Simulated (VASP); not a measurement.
Runs of VASP 6.6.1 on KCl. The structure is that of space group Pm-3m (No. 221), or close to it. The cells are those of the table. 

| task | cell | cutoff (eV) | gap on the mesh (eV) | pressure (GPa) |
| --- | --- | --- | --- | --- |
| single point | a = 3.560 Å, 2 atoms | 500 | 5.97 | 7.2 |
| single point | a = 3.658 Å, 2 atoms | 500 | 5.50 | 3.8 |
| single point | a = 3.705 Å, 2 atoms | 500 | 5.30 | 2.5 |
| single point | a = 3.646 Å, 2 atoms | 500 | 5.56 | (b) |
| electric field gradients | a = 3.634, b = 3.634, c = 3.561 Å, 2 atoms | 400 | (a) | 5.4 |
| electric field gradients | a = 3.634, b = 3.634, c = 3.743 Å, 2 atoms | 400 | 5.38 | 3.5 |
| single point | a = 3.622 Å, 2 atoms | 500 | 5.67 | 4.9 |
| single point | a = 3.682 Å, 2 atoms | 500 | 5.40 | 3.1 |
| electric field gradients | a = 3.658 Å, 2 atoms | 400 | 5.50 | 3.8 |
| electric field gradients | a = 3.525, b = 3.525, c = 3.634 Å, 2 atoms | 400 | (c) | 7.2 |

Alike in all rows: level PBE; potentials or basis VASP PAW PBE potentials, release 64 (K_sv, Cl); no spin polarisation; k mesh 7 × 7 × 7; smearing fermi-dirac 0.02 eV.

Task: Fill in the values left out.

Result: (a) 5.63; (b) 4.1; (c) 5.84.

Caveats: the cell stands under pressure (at least some runs); an odd mesh through Γ misses points on the zone boundary, where band edges can lie (at least some runs).
